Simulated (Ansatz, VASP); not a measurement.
## Ta in VASP and in Ansatz

```
CELL_PARAMETERS angstrom
0.00000 2.27331 2.27331
2.27331 0.00000 2.27331
2.27331 2.27331 0.00000
ATOMIC_POSITIONS crystal
Ta 0.87500 0.87500 0.87500
Ta 0.12500 0.12500 0.12500
```

Change from the starting cell: volume scaled by 0.45, LAPW.

Alike in both runs: task single point; functional LDA; k mesh 13 × 13 × 13; occupations fermi-dirac, width 0.08 eV; no spin polarisation.

|  | VASP | Ansatz |
| --- | --- | --- |
| version | VASP 6.6.1 | Ansatz 0.2.0 |
| potentials or method | VASP PAW LDA potentials, release 64 (Ta_pv), cutoff 520 eV | all-electron LAPW, scalar-relativistic |

|  | VASP | Ansatz | Ansatz less VASP |
| --- | --- | --- | --- |
| pressure (GPa) | 352.5 | 347.7 | -4.75 |

LDA's correlation is that of Perdew and Zunger in VASP and of Perdew and Wang (1992) in Ansatz. Both programs put the cell under a high pressure, so it lies far from rest at this level. Ansatz ran all-electron here, and VASP with PAW potentials.

Neither program's run includes spin-orbit coupling. Noted on VASP's run: the cell as given lies far from equilibrium.
